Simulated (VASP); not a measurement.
# BeS (I-4m2) in VASP: settings compared, part 2 of 2

VASP 6.6.1.

### 3 Single point, r2SCAN (epitaxial xy strain -3.2%)

POSCAR reads:

```
BeS
1.0
    0.0000000000      2.3573821523      2.4922205026
    2.3573821523      0.0000000000      2.4922205026
    2.3573821523      2.3573821523      0.0000000000
Be S
1 1
Direct
    0.0000000000      0.0000000000      0.0000000000
    0.2500000000      0.2500000000      0.2500000000
```

INCAR.step1 reads:

```
ALGO     = Normal         # electronic algorithm
EDIFF    = 1E-4           # SCF threshold, eV
ENCUT    = 520            # plane-wave cutoff, eV
GGA      = PE             # functional
ISMEAR   = 0              # smearing method
LASPH    = True           # aspherical terms in the spheres
LCHARG   = False          # write CHGCAR
LREAL    = False          # projectors in reciprocal space
LWAVE    = True           # write WAVECAR
NBANDS   = 11             # bands
NELM     = 100            # most SCF steps
PREC     = Accurate       # precision mode
SIGMA    = 0.01           # smearing width, eV
```

INCAR.step2 reads:

```
ALGO     = Normal         # electronic algorithm
EDIFF    = 1E-6           # SCF threshold, eV
ENCUT    = 520            # plane-wave cutoff, eV
ISIF     = 2              # what is computed and relaxed
ISMEAR   = 0              # smearing method
ISTART   = 1            
LASPH    = True           # aspherical terms in the spheres
LCHARG   = False          # write CHGCAR
LMIXTAU  = True         
LREAL    = False          # projectors in reciprocal space
LWAVE    = False          # write WAVECAR
METAGGA  = R2SCAN         # meta-GGA
NBANDS   = 11             # bands
NELM     = 100            # most SCF steps
PREC     = Accurate       # precision mode
SIGMA    = 0.01           # smearing width, eV
```

KPOINTS reads:

```
k-points
0
Gamma
  10 10 10
```

Potentials or basis: VASP PAW PBE potentials, release 64 (Be, S).

Run with:

```bash
> cat potpaw_PBE.64/Be/POTCAR potpaw_PBE.64/S/POTCAR > POTCAR
> cp INCAR.step1 INCAR
> mpirun -np 1 vasp_std > vasp.out
> cp INCAR.step2 INCAR
> mpirun -np 1 vasp_std > vasp.out
```

OUTCAR:

```text
EDIFF = 1E-6
   ENCUT = 520
   ISIF = 2
   ISMEAR = 0
   ISTART = 1
   LASPH = True
   LREAL = False
   METAGGA = R2SCAN
   NELM = 100
   PREC = Accurate

 ion  position               nearest neighbor table
   1  0.000  0.000  0.000-   2 2.08   2 2.08   2 2.08   2 2.08
   2  0.250  0.250  0.250-   1 2.08   1 2.08   1 2.08   1 2.08

  LATTYP: Found a body centered tetragonal cell.
 ALAT       =     3.3338418115
 C/A-ratio  =     1.4951042332

  Lattice vectors:

 A1 = (  -2.3573821523,   0.0000000000,   2.4922205026)
 A2 = (   2.3573821523,   0.0000000000,   2.4922205026)
 A3 = (   0.0000000000,   2.3573821523,  -2.4922205026)

Analysis of symmetry for initial positions (statically):
=====================================================================
 Subroutine PRICEL returns:
 Original cell was already a primitive cell.

 Routine SETGRP: Setting up the symmetry group for a
 body centered tetragonal supercell.

 Subroutine GETGRP returns: Found  8 space group operations
 (whereof  8 operations were pure point group operations)
 out of a pool of 16 trial point group operations.

The static configuration has the point symmetry D_2d.

Analysis of symmetry for dynamics (positions and initial velocities):
=====================================================================
 Subroutine PRICEL returns:
 Original cell was already a primitive cell.

 Routine SETGRP: Setting up the symmetry group for a
 body centered tetragonal supercell.

 Subroutine GETGRP returns: Found  8 space group operations
 (whereof  8 operations were pure point group operations)
 out of a pool of 16 trial point group operations.

The dynamic configuration has the point symmetry D_2d.

 Subroutine INISYM returns: Found  8 space group operations
 (whereof  8 operations are pure point group operations),
 and found     1 'primitive' translations

----------------------------------------------------------------------------------------

[... 119 lines left out ...]
   AEXX    =    0.0000 exact exchange contribution
   IVDW    =     0    specifies the selected vdW correction
   LEPSILON=     F    determine dielectric tensor
   LRPA    =     F    only Hartree local field effects (RPA)
 non-spin polarized calculation
 Gauss-broadening in eV      SIGMA  =   0.01
  energy-cutoff  :      520.00
  volume of cell :       27.70
 maximum number of plane-waves:       766
 NGX is ok and might be reduce to    28
   NGX = 13   NGY = 13   NGZ = 13

 number of electron       8.0000001 magnetization

 Free energy of the ion-electron system (eV)
  ---------------------------------------------------
  ext. energy  EPLUGINS =         0.00000000
  ---------------------------------------------------
  free energy    TOTEN  =       -14.74996837 eV

  energy without entropy =      -14.74996837  energy(sigma->0) =      -14.74996837

 E-fermi :   4.5396     XC(G=0): -10.3126

 val. band max:        4.3994471614   @ k =   0.0000   0.0000   0.0000
 cond. band min:       7.6406541226   @ k =   0.5000   0.0000   0.5000
 fundamental gap:      3.2412069612
 Fermi energy:         4.5396457471

 k-point     1 :       0.0000    0.0000    0.0000
  band No.  band energies     occupation
      1     -10.2224      2.00000
      2       4.0456      2.00000
      3       4.3994      2.00000
      4       4.3994      2.00000
      5      10.5237      0.00000
      6      10.5237      0.00000
      7      10.5804      0.00000
      8      11.2182      0.00000
      9      17.0353      0.00000
     10      18.4211      0.00000
     11      20.4472      0.00000
[... 309 lines left out ...]
 k-point    24 :       0.4000    0.3000    0.0000
  band No.  band energies     occupation
      1      -8.6088      2.00000
      2      -0.3027      2.00000
      3       1.8418      2.00000
      4       2.2480      2.00000
      5       9.0926      0.00000
      6      10.9143      0.00000
      7      15.3321      0.00000
      8      15.5764      0.00000
      9      19.0548      0.00000
     10      20.7213      0.00000
     11      22.2258      0.00000

 [... further k-points ...]

------------------------ aborting loop because EDIFF is reached ----------------------------------------

  FORCE on cell =-STRESS in cart. coord.  units (eV):
  Direction    XX          YY          ZZ          XY          YZ          ZX
  --------------------------------------------------------------------------------------
  -------------------------------------------------------------------------------------
  Total        1.1486057      1.1486057      0.0611726      0.0000000      0.0000000     -0.0000000
  in kB       66.4362508     66.4362508      3.5382682      0.0000000      0.0000000     -0.0000000
  external PRESSURE =      45.4702566 kB  Pullay stress =       0.0000000 kB

 VOLUME and BASIS-vectors are now :
 -----------------------------------------------------------------------------
  energy-cutoff  :      520.00
  volume of cell :       27.70
      direct lattice vectors                 reciprocal lattice vectors
     0.000000000  2.357382152  2.492220503    -0.212099680  0.212099680  0.200624302
     2.357382152  0.000000000  2.492220503     0.212099680 -0.212099680  0.200624302
     2.357382152  2.357382152  0.000000000     0.212099680  0.212099680 -0.200624302

 POSITION                                       TOTAL-FORCE (eV/Angst)
 -----------------------------------------------------------------------------------
      0.00000      0.00000      0.00000        -0.000000     -0.000000      0.000000
      1.17869      1.17869      1.24611         0.000000      0.000000     -0.000000
 -----------------------------------------------------------------------------------
    total drift:                                0.000000      0.000000      0.000000

  FREE ENERGIE OF THE ION-ELECTRON SYSTEM (eV)
  ---------------------------------------------------
  free  energy   TOTEN  =       -14.7499683686 eV

  energy  without entropy=      -14.7499683686  energy(sigma->0) =      -14.74996837
```

OUTCAR.step1:

```text
EDIFF = 1E-4
   ENCUT = 520
   GGA = PE
   ISMEAR = 0
   LASPH = True
[... 558 lines left out ...]
 -----------------------------------------------------------------------------------
      0.00000      0.00000      0.00000        -0.000000     -0.000000      0.000000
      1.17869      1.17869      1.24611         0.000000      0.000000      0.000000
 -----------------------------------------------------------------------------------
    total drift:                               -0.000000     -0.000000     -0.000000

  FREE ENERGIE OF THE ION-ELECTRON SYSTEM (eV)
  ---------------------------------------------------
  free  energy   TOTEN  =        -9.9765195826 eV

  energy  without entropy=       -9.9765195826  energy(sigma->0) =       -9.97651958
```

OSZICAR.step1:

```text
N       E                     dE             d eps       ncg     rms          rms(c)
DAV:   1     0.212031007474E+02    0.21203E+02   -0.39412E+03  2244   0.626E+02
DAV:   2    -0.890543887533E+01   -0.30109E+02   -0.28507E+02  2962   0.120E+02
DAV:   3    -0.101596419291E+02   -0.12542E+01   -0.12516E+01  2993   0.238E+01
DAV:   4    -0.101668295402E+02   -0.71876E-02   -0.71861E-02  2798   0.204E+00
DAV:   5    -0.101668855667E+02   -0.56027E-04   -0.56025E-04  2912   0.175E-01    0.591E+00
DAV:   6    -0.100211652388E+02    0.14572E+00   -0.11507E-01  2629   0.167E+00    0.401E+00
DAV:   7    -0.997533530057E+01    0.45830E-01   -0.12952E-01  2803   0.191E+00    0.981E-01
DAV:   8    -0.997643785917E+01   -0.11026E-02   -0.66863E-03  2861   0.433E-01    0.153E-01
DAV:   9    -0.997651958256E+01   -0.81723E-04   -0.49501E-04  2751   0.142E-01
   1 F= -.99765196E+01 E0= -.99765196E+01  d E =-.641566E-12
```

Wall time 2.4 min (1 thread of AMD EPYC 7R43 (Zen 3), shared host); peak memory 0.14 GiB.

Results:

```
Free energy            : -14.7500 eV
Pressure               : 4.5 GPa
Band gap on the k mesh : 3.24 eV, indirect (least direct gap 6.12 eV)
```

Stress tensor (GPa, compression positive):
```
6.64 0.00 0.00
0.00 6.64 0.00
0.00 0.00 0.35
```

Levels at points of the mesh, in eV from the valence-band top:
```csv
k point,band 1,band 2,band 3,band 4,band 5,band 6,band 7,band 8
"(0.00, 0.00, 0.00)",-14.62,-0.35,0.00,0.00,6.12,6.12,6.18,6.82
"(0.50, 0.00, 0.00)",-12.85,-6.27,-1.50,-0.93,5.81,7.04,7.29,12.12
"(0.50, 0.50, 0.00)",-12.45,-5.72,-2.61,-2.61,3.72,5.59,13.98,13.98
"(0.50, 0.00, 0.50)",-12.15,-5.33,-3.14,-3.03,3.24,5.07,13.57,14.03
```

Caveat: the cell differs from its parent crystal (epitaxial xy strain -3.2%); the PAW data sets were made with another functional, which shifts forces and pressure a little.

### 4 Single point, HSE06 (epitaxial xy strain -3.2%)

POSCAR is that of step 3.

INCAR.step1 reads:

```
SYSTEM = BeS
PREC = Accurate ; ENCUT = 520
EDIFF = 1E-5 ; ISMEAR = 0
SIGMA = 0.01 ; LREAL = .FALSE.
LASPH = .TRUE. ; NELM = 60
ALGO = Normal ; ISIF = 2
LWAVE = .TRUE. ; LCHARG = .FALSE.
NBANDS = 11 ; GGA = PE
```

INCAR.step2 reads:

```
SYSTEM = BeS
PREC = Accurate ; ENCUT = 520
EDIFF = 1E-6 ; ISMEAR = 0
SIGMA = 0.01 ; LREAL = .FALSE.
LASPH = .TRUE. ; NELM = 60
ALGO = Normal ; ISIF = 2
LWAVE = .FALSE. ; LCHARG = .FALSE.
GGA = PE ; LHFCALC = .TRUE.
HFSCREEN = 0.2079 ; PRECFOCK = Normal
NBANDS = 11 ; ISTART = 1
```

KPOINTS reads:

```
regular mesh
0
G
  6 6 6
  0 0 0
```

Run with:

```bash
> cat potpaw_PBE.64/Be/POTCAR potpaw_PBE.64/S/POTCAR > POTCAR
> cp INCAR.step1 INCAR
> mpirun -np 1 vasp_std > vasp.out
> cp INCAR.step2 INCAR
> mpirun -np 1 vasp_std > vasp.out
```

Run time: 14 min. Hardware: 1 thread of AMD EPYC 7R43 (Zen 3), shared host; peak memory 0.23 GiB.

It converged, with:

```
Free energy            : -11.3602 eV
Pressure               : 3.1 GPa
Band gap on the k mesh : 3.72 eV, indirect (least direct gap 6.74 eV)
```

Stress tensor (GPa, compression positive):
```
 5.23  0.00  0.00
 0.00  5.23  0.00
 0.00  0.00 -1.20
```

Levels at points of the mesh, in eV from the valence-band top:
```csv
k point,band 2,band 3,band 4,band 5,band 6,band 7
"(0.00, 0.00, 0.00)",-0.35,0.00,0.00,6.74,6.74,6.80
"(0.50, 0.00, 0.00)",-6.68,-1.57,-0.99,6.34,7.65,7.94
"(0.50, 0.50, 0.00)",-6.09,-2.77,-2.77,4.19,6.17,14.64
"(0.50, 0.00, 0.50)",-5.69,-3.32,-3.19,3.72,5.65,14.31
```

Caveat: the cell differs from its parent crystal (epitaxial xy strain -3.2%); the PAW data sets were made with another functional, which shifts forces and pressure a little.

### 5 Overview

| level | k mesh | smearing | grid for exact exchange (PRECFOCK) | screening parameter | gap on the mesh (eV) | pressure (GPa) |
| --- | --- | --- | --- | --- | --- | --- |
| PBE | 10 × 10 × 10 | fermi-dirac 0.02 eV | - | - | 2.79 | 4.6 |
| r2SCAN | 10 × 10 × 10 | gaussian 0.01 eV | - | - | 3.24 | 4.5 |
| HSE06 | 6 × 6 × 6 | gaussian 0.01 eV | Normal | 0.2079 1/Å | 3.72 | 3.1 |

Alike in all rows: task single point; potentials or basis VASP PAW PBE potentials, release 64 (Be, S); no spin polarisation; cell as given; cutoff (eV) 520.

Caveats: the PAW data sets were made with another functional, which shifts forces and pressure a little (some runs).

Total energies depend on the potentials used, so only differences within one code and one set of settings carry meaning.
